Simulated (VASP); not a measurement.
A run of VASP 6.6.1:

File INCAR:

```
  PREC = Accurate
  ENCUT = 600
  EDIFF = 1E-7
  ISMEAR = 0
  SIGMA = 0.02
  LREAL = False
  LASPH = True
  NELM = 60
  ALGO = Normal
  ISIF = 3
  LWAVE = False
  LCHARG = False
  GGA = PE
  IBRION = 2
  NSW = 100
  EDIFFG = -0.005
```

KPOINTS

```
regular mesh
0
Gamma
  6 6 6
```

The input POSCAR:

```
KCl
1.0
    0.0000000000      3.1418713000      3.1418713000
    3.1418713000      0.0000000000      3.1418713000
    3.1418713000      3.1418713000      0.0000000000
K Cl
1 1
Direct
    0.0000000000      0.0000000000      0.0000000000
    0.5000000000      0.5000000000      0.5000000000
```

Potentials or basis: VASP PAW PBE potentials, release 64 (K_sv, Cl).

The run is started by

```console
$ cat potpaw_PBE.64/K_sv/POTCAR potpaw_PBE.64/Cl/POTCAR > POTCAR
$ mpirun -np 1 vasp_std > vasp.out
```

Hardware: 1 thread of Intel(R) Xeon(R) 6975P-C (Granite Rapids), with other jobs on the host.

Task: Estimate the wall time of this run.

Result: Wall time 24 s on 1 thread of Intel(R) Xeon(R) 6975P-C (Granite Rapids), on a shared host, peak memory 0.22 GiB. Counts: scf iterations 44, k points 16, ion steps 4.
